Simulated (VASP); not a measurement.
Write the native input for VASP 6.6.1 that does the following.

| Item | Value |
| --- | --- |
| Task | single point |
| Functional | BLYP |
| Potentials or basis | VASP PAW PBE potentials, release 64 (I, Cu) |
| Cutoff | 520 eV |
| k mesh | 8 × 8 × 8 |
| Occupations | fermi-dirac, width 0.05 eV |
| Spin | no spin polarisation |
| Dipole correction | no |
| Further INCAR settings | ALGO = Normal; EDIFF = 1e-07; NBANDS = 16 |

The structure of CuI lies in POSCAR:

```
CuI
1.0
    0.0000000000      3.0315000000      3.0315000000
    3.0315000000      0.0000000000      3.0315000000
    3.0315000000      3.0315000000      0.0000000000
I Cu
1 1
Direct
    0.0000000000      0.0000000000      0.0000000000
    0.7500000000      0.7500000000      0.7500000000
```

One way to write it, as run:

INCAR

```
PREC     = Accurate       # precision mode
ENCUT    = 520            # plane-wave cutoff, eV
EDIFF    = 1E-7           # SCF threshold, eV
ISMEAR   = -1             # smearing method
SIGMA    = 0.05           # smearing width, eV
LREAL    = F              # projectors in reciprocal space
LASPH    = T              # aspherical terms in the spheres
NELM     = 80             # most SCF steps
ALGO     = Normal         # electronic algorithm
ISIF     = 2              # what is computed and relaxed
LWAVE    = F              # write WAVECAR
LCHARG   = F              # write CHGCAR
GGA      = B5             # functional
ALDAX    = 1.0          
AGGAX    = 1.0          
AGGAC    = 1.0          
ALDAC    = 0.0          
NBANDS   = 16             # bands
```

KPOINTS

```
Automatic mesh
0
Gamma
  8 8 8
```

Potentials or basis: VASP PAW PBE potentials, release 64 (I, Cu).

The run is started by

```console
$ cat potpaw_PBE.64/I/POTCAR potpaw_PBE.64/Cu/POTCAR > POTCAR
$ mpirun -np 1 vasp_std > vasp.out
```

It gave:

```json
{
  "Pressure": "3.7 GPa",
  "Band gap on the k mesh": "1.22 eV"
}
```

Caveat: the cell stands under pressure; the PAW data sets were made with another functional, which shifts forces and pressure a little; spin-orbit coupling is left out, which moves the levels of the heavy elements.

It took 16 s on 1 thread of Intel(R) Xeon(R) 6975P-C (Granite Rapids) (shared host), peak memory 0.18 GiB.
